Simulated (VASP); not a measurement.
# Al3Pt in VASP: single point with PBE

Aim: the single point of Al3Pt with PBE.

Everything below comes from runs of VASP 6.6.1. Logs are shortened: lines on timing, memory, paths and dates and some standing lists are left out, and cuts for length are marked.

**1. The cell of the first run**

The typed cell holds 4 atoms: a = 5.088 Å, b = 5.088 Å, c = 2.737 Å, α = 90.00°, β = 90.00°, γ = 90.00°.

**2. Single point, PBE**

The input, INCAR:

```
  PREC = Accurate
  ENCUT = 520
  EDIFF = 1E-6
  ISMEAR = 0
  SIGMA = 0.1
  LREAL = F
  LASPH = T
  NELM = 80
  ALGO = Fast
  ISIF = 2
  LWAVE = F
  LCHARG = F
  GGA = PE
  NBANDS = 18
```

The input, KPOINTS:

```
regular mesh
0
Gamma
  4 4 4
```

The input, POSCAR:

```
Al3Pt
1.0
    5.0882014887      0.0000000000      0.0000000000
    0.0000000000      5.0882014887      0.0000000000
    0.0000000000      0.0000000000      2.7365574379
Al Pt
3 1
Direct
    0.0000000000      0.5000000000     -0.0000425252
    0.5000000000      0.0000000000      1.0000425252
    0.5000000000      0.5000000000      0.5000000000
    0.0000000000      0.0000000000      0.0000000000
```

Potentials or basis: VASP PAW PBE potentials, release 64 (Al, Pt).

On the command line:

```bash
$ cat potpaw_PBE.64/Al/POTCAR potpaw_PBE.64/Pt/POTCAR > POTCAR
$ mpirun -np 1 vasp_std > vasp.out
```

OUTCAR:

```text
PREC = Accurate
   ENCUT = 520
   EDIFF = 1E-6
   ISMEAR = 0
   LREAL = F
   LASPH = T
   NELM = 80
   ISIF = 2
   GGA = PE

 ion  position               nearest neighbor table
   1  0.000  0.500  1.000-   4 2.54   4 2.54   3 2.89   3 2.89   3 2.89   3 2.89
   2  0.500  0.000  0.000-   4 2.54   4 2.54   3 2.89   3 2.89   3 2.89   3 2.89
   3  0.500  0.500  0.500-   1 2.89   2 2.89   2 2.89   1 2.89   2 2.89   2 2.89   1 2.89   1 2.89

   4  0.000  0.000  0.000-   1 2.54   2 2.54   1 2.54   2 2.54

  LATTYP: Found a simple tetragonal cell.
 ALAT       =     5.0882014887
 C/A-ratio  =     0.5378241101

  Lattice vectors:

 A1 = (   5.0882014887,   0.0000000000,   0.0000000000)
 A2 = (   0.0000000000,   5.0882014887,   0.0000000000)
 A3 = (   0.0000000000,   0.0000000000,   2.7365574379)

Analysis of symmetry for initial positions (statically):
=====================================================================
 Subroutine PRICEL returns:
 Original cell was already a primitive cell.

 Routine SETGRP: Setting up the symmetry group for a
 simple tetragonal supercell.

 Subroutine GETGRP returns: Found  8 space group operations
 (whereof  8 operations were pure point group operations)
 out of a pool of 16 trial point group operations.

The static configuration has the point symmetry D_2d.

Analysis of symmetry for dynamics (positions and initial velocities):
=====================================================================
 Subroutine PRICEL returns:
 Original cell was already a primitive cell.

 Routine SETGRP: Setting up the symmetry group for a
 simple tetragonal supercell.

 Subroutine GETGRP returns: Found  8 space group operations
 (whereof  8 operations were pure point group operations)
 out of a pool of 16 trial point group operations.

The dynamic configuration has the point symmetry D_2d.

 Subroutine INISYM returns: Found  8 space group operations
 (whereof  8 operations are pure point group operations),
 and found     1 'primitive' translations

----------------------------------------------------------------------------------------

                                     Primitive cell

  volume of cell :      70.8489

  direct lattice vectors                    reciprocal lattice vectors
     5.088201489  0.000000000  0.000000000     0.196533098  0.000000000  0.000000000
     0.000000000  5.088201489  0.000000000     0.000000000  0.196533098  0.000000000
     0.000000000  0.000000000  2.736557438     0.000000000  0.000000000  0.365422624

  length of vectors
     5.088201489  5.088201489  2.736557438     0.196533098  0.196533098  0.365422624

  position of ions in fractional coordinates (direct lattice)
     0.000000000  0.500000000  0.999957475
     0.500000000  0.000000000  0.000042525
     0.500000000  0.500000000  0.500000000
     0.000000000  0.000000000  0.000000000

  ion indices of the primitive-cell ions
   primitive index   ion index
                 1           1
                 2           2
                 3           3
                 4           4

----------------------------------------------------------------------------------------

 KPOINTS: regular mesh

Automatic generation of k-mesh.
 Grid dimensions read from file:
 generate k-points for:    4    4    4

 Generating k-lattice:

  Cartesian coordinates                     Fractional coordinates (reciprocal lattice)
     0.049133274  0.000000000  0.000000000     0.250000000  0.000000000  0.000000000
     0.000000000  0.049133274  0.000000000     0.000000000  0.250000000  0.000000000
     0.000000000  0.000000000  0.091355656     0.000000000  0.000000000  0.250000000

  Length of vectors
     0.049133274  0.049133274  0.091355656

  Shift w.r.t. Gamma in fractional coordinates (k-lattice)
     0.000000000  0.000000000  0.000000000

 Subroutine IBZKPT returns following result:
 ===========================================

 Found     18 irreducible k-points:

 Following reciprocal coordinates:
            Coordinates               Weight
  0.000000  0.000000  0.000000      1.000000
  0.250000  0.000000  0.000000      4.000000
  0.500000  0.000000  0.000000      2.000000
  0.250000  0.250000  0.000000      4.000000
  0.500000  0.250000  0.000000      4.000000
  0.500000  0.500000  0.000000      1.000000
[... 10 lines left out ...]
  0.500000  0.250000  0.500000      4.000000
  0.500000  0.500000  0.500000      1.000000
   k-points           NKPTS =     18   k-points in BZ     NKDIM =     18   number of bands    NBANDS=     18
   number of dos      NEDOS =    301   number of ions     NIONS =      4
   total plane-waves  NPLWV =  32000
   dimension x,y,z NGX =    40 NGY =   40 NGZ =   20
   dimension x,y,z NGXF=    80 NGYF=   80 NGZF=   40
   ions per type =               3   1
   NGX,Y,Z   is equivalent  to a cutoff of  13.07, 13.07, 12.15 a.u.
   NGXF,Y,Z  is equivalent  to a cutoff of  26.14, 26.14, 24.30 a.u.
 SYSTEM =  unknown system
   PREC   = accura    normal or accurate (medium, high low for compatibility)
   ISTART =      0    job   : 0-new  1-cont  2-samecut
   ICHARG =      2    charge: 1-file 2-atom 10-const
   ISPIN  =      1    spin polarized calculation?
   LNONCOLLINEAR =      F non collinear calculations
   LSORBIT =      F    spin-orbit coupling
   LASPH  =      T    aspherical Exc in radial PAW
   ENCUT  =  520.0 eV  38.22 Ry    6.18 a.u.   9.46  9.46  5.09*2*pi/ulx,y,z
   NELM   =     80;   NELMIN=  2; NELMDL= -5     # of ELM steps
   EDIFF  = 0.1E-05   stopping-criterion for ELM
   LREAL  =      F    real-space projection
   EDIFFG = 0.1E-04   stopping-criterion for IOM
   NSW    =      0    number of steps for IOM
   IBRION =     -1    ionic relax: 0-MD 1-quasi-New 2-CG
   NFREE  =      0    steps in history (QN), initial steepest desc. (CG)
   ISIF   =      2    stress and relaxation
   ISYM   =      2    0-nonsym 1-usesym 2-fastsym
   POTIM  = 0.5000    time-step for ionic-motion
   TEBEG  =    0.0;   TEEND  =   0.0 temperature during run
   PSTRESS=    0.0 pullay stress
   NELECT =      19.0000    total number of electrons
   NUPDOWN=      -1.0000    fix difference up-down
   EMIN   =  10.00;   EMAX   =-10.00  energy-range for DOS
   EFERMI =   0.00;   METHOD = LEGACY
   ISMEAR =     0;   SIGMA  =   0.10  broadening in eV -4-tet -1-fermi 0-gaus
   EFERMI_NEDOS =   21; number of points for ismear=-14 and -15
   IALGO  =     68    algorithm
   IMIX   =      4    mixing-type and parameters
     AMIX     =   0.40;   BMIX     =  1.00
     AMIX_MAG =   1.60;   BMIX_MAG =  1.00
  volume/ion in A,a.u.               =      17.71       119.53
  Fermi-wavevector in a.u.,A,eV,Ry     =   1.055719  1.995019 15.164271  1.114542
  Thomas-Fermi vector in A             =   2.190928
   LORBIT       =      0    0 simple, 1 ext, 2 COOP (PROOUT), +10 PAW based schemes
   GGA     = PE    functional components
   LHFCALC =     F    Hartree Fock is set to
   AEXX    =    0.0000 exact exchange contribution
   IVDW    =     0    specifies the selected vdW correction
   LEPSILON=     F    determine dielectric tensor
   LRPA    =     F    only Hartree local field effects (RPA)
 non-spin polarized calculation
 RMM-DIIS sequential band-by-band and
 Gauss-broadening in eV      SIGMA  =   0.10
  energy-cutoff  :      520.00
  volume of cell :       70.85
 maximum number of plane-waves:      1932
 NGX is ok and might be reduce to    40
   NGX = 19   NGY = 19   NGZ = 11

 number of electron      18.9999998 magnetization

 Free energy of the ion-electron system (eV)
  ---------------------------------------------------
  ext. energy  EPLUGINS =         0.00000000
  ---------------------------------------------------
  free energy    TOTEN  =       -17.86403515 eV

  energy without entropy =      -17.85240704  energy(sigma->0) =      -17.85822110

 E-fermi :   7.5071     XC(G=0): -10.5141

 val. band max:        7.4905155868   @ k =   0.2500   0.0000   0.2500
 cond. band min:       7.5542877752   @ k =   0.2500   0.2500   0.0000
 fundamental gap:      0.0637721884
 Fermi energy:         7.5070691756

 k-point     1 :       0.0000    0.0000    0.0000
  band No.  band energies     occupation
      1      -2.6790      2.00000
      2       1.0989      2.00000
      3       2.3996      2.00000
      4       3.5989      2.00000
      5       3.5989      2.00000
      6       3.7821      2.00000
[... 10 lines left out ...]
     17      18.9164      0.00000
     18      19.1911      0.00000

 k-point     2 :       0.2500    0.0000    0.0000
  band No.  band energies     occupation
      1      -2.3048      2.00000
      2       0.4070      2.00000
      3       2.1375      2.00000
      4       2.8982      2.00000
      5       3.1520      2.00000
      6       4.8292      2.00000
[... 10 lines left out ...]
     17      18.4701      0.00000
     18      18.9795      0.00000

 k-point     3 :       0.5000    0.0000    0.0000
  band No.  band energies     occupation
      1      -1.3989      2.00000
      2      -0.9841      2.00000
      3       2.4397      2.00000
      4       2.9451      2.00000
      5       3.0992      2.00000
      6       4.0134      2.00000
[... 10 lines left out ...]
     17      17.5580      0.00000
     18      17.8377      0.00000

 k-point     4 :       0.2500    0.2500    0.0000
  band No.  band energies     occupation
      1      -1.9381      2.00000
      2       0.6313      2.00000
      3       1.0032      2.00000
      4       2.6298      2.00000
      5       3.5730      2.00000
      6       3.7772      2.00000
[... 10 lines left out ...]
     17      16.6536      0.00000
     18      18.5608      0.00000

 k-point     5 :       0.5000    0.2500    0.0000
  band No.  band energies     occupation
      1      -1.0902      2.00000
      2      -0.5699      2.00000
      3       1.5105      2.00000
      4       2.1642      2.00000
      5       3.0835      2.00000
      6       3.7860      2.00000
[... 10 lines left out ...]
     17      17.2532      0.00000
     18      18.2051      0.00000

 k-point     6 :       0.5000    0.5000    0.0000
  band No.  band energies     occupation
      1      -0.4432      2.00000
      2       0.3035      2.00000
      3       0.3035      2.00000
      4       1.1189      2.00000
      5       2.9739      2.00000
      6       3.3073      2.00000
[... 10 lines left out ...]
     17      15.3898      0.00000
     18      17.6250      0.00000

 k-point     7 :       0.0000    0.0000    0.2500
  band No.  band energies     occupation
      1      -1.4479      2.00000
      2       2.0071      2.00000
      3       3.9103      2.00000
      4       3.9103      2.00000
      5       4.3361      2.00000
      6       4.3793      2.00000
[... 10 lines left out ...]
     17      14.6840      0.00000
     18      14.6840      0.00000

 k-point     8 :       0.2500    0.0000    0.2500
  band No.  band energies     occupation
      1      -1.0874      2.00000
      2       1.4650      2.00000
      3       3.2107      2.00000
      4       3.7806      2.00000
      5       4.3579      2.00000
      6       4.3879      2.00000
[... 10 lines left out ...]
     17      14.9016      0.00000
     18      15.2236      0.00000
[... 103 lines left out ...]
     17      12.3917      0.00000
     18      14.1200      0.00000

 k-point    14 :       0.2500    0.0000    0.5000
  band No.  band energies     occupation
      1       1.7984      2.00000
      2       2.5120      2.00000
      3       3.4463      2.00000
      4       3.4789      2.00000
      5       3.8632      2.00000
      6       4.6432      2.00000
[... 10 lines left out ...]
     17      12.5033      0.00000
     18      12.9562      0.00000

 k-point    15 :       0.5000    0.0000    0.5000
  band No.  band energies     occupation
      1       2.3658      2.00000
      2       2.5891      2.00000
      3       3.1477      2.00000
      4       3.5099      2.00000
      5       3.9683      2.00000
      6       4.4873      2.00000
[... 10 lines left out ...]
     17      14.2931      0.00000
     18      14.5422      0.00000

 k-point    16 :       0.2500    0.2500    0.5000
  band No.  band energies     occupation
      1       2.1699      2.00000
      2       2.5713      2.00000
      3       3.0567      2.00000
      4       3.5909      2.00000
      5       4.1185      2.00000
      6       4.5251      2.00000
[... 10 lines left out ...]
     17      13.3275      0.00000
     18      14.2479      0.00000

 k-point    17 :       0.5000    0.2500    0.5000
  band No.  band energies     occupation
      1       2.5311      2.00000
      2       3.0075      2.00000
      3       3.0158      2.00000
      4       3.2238      2.00000
      5       3.9812      2.00000
      6       4.7273      2.00000
[... 10 lines left out ...]
     17      14.4816      0.00000
     18      14.7206      0.00000

 k-point    18 :       0.5000    0.5000    0.5000
  band No.  band energies     occupation
      1       2.7365      2.00000
      2       2.7365      2.00000
      3       3.2948      2.00000
      4       3.7798      2.00000
      5       4.0424      2.00000
      6       5.1254      2.00000
[... 10 lines left out ...]
     17      15.1919      0.00000
     18      15.4754      0.00000

------------------------ aborting loop because EDIFF is reached ----------------------------------------

  FORCE on cell =-STRESS in cart. coord.  units (eV):
  Direction    XX          YY          ZZ          XY          YZ          ZX
  --------------------------------------------------------------------------------------
  -------------------------------------------------------------------------------------
  Total       -0.0054920     -0.0054920     -0.0372393      0.0000000      0.0000000      0.0000000
  in kB       -0.1241967     -0.1241967     -0.8421285      0.0000000      0.0000000      0.0000000
  external PRESSURE =      -0.3635073 kB  Pullay stress =       0.0000000 kB

 VOLUME and BASIS-vectors are now :
 -----------------------------------------------------------------------------
  energy-cutoff  :      520.00
  volume of cell :       70.85
      direct lattice vectors                 reciprocal lattice vectors
     5.088201489  0.000000000  0.000000000     0.196533098  0.000000000  0.000000000
     0.000000000  5.088201489  0.000000000     0.000000000  0.196533098  0.000000000
     0.000000000  0.000000000  2.736557438     0.000000000  0.000000000  0.365422624

 POSITION                                       TOTAL-FORCE (eV/Angst)
 -----------------------------------------------------------------------------------
      0.00000      2.54410      2.73644         0.000000      0.000000      0.000043
      2.54410      0.00000      0.00012         0.000000     -0.000000     -0.000043
      2.54410      2.54410      1.36828         0.000000     -0.000000      0.000000
      0.00000      0.00000      0.00000        -0.000000      0.000000      0.000000
 -----------------------------------------------------------------------------------
    total drift:                               -0.000000     -0.000000      0.000000

  FREE ENERGIE OF THE ION-ELECTRON SYSTEM (eV)
  ---------------------------------------------------
  free  energy   TOTEN  =       -17.8640351540 eV

  energy  without entropy=      -17.8524070370  energy(sigma->0) =      -17.85822110
```

Run time: 16 s. Hardware: 1 thread of AMD EPYC 7R13 (Zen 3), shared host; peak memory 0.15 GiB.

Results:

```yaml
Free_energy: -17.8640 eV
Pressure: 0.0 GPa
```

Caveat: the k points lie up to 0.57 Å⁻¹ apart; spin-orbit coupling is left out, which moves the levels of the heavy elements.
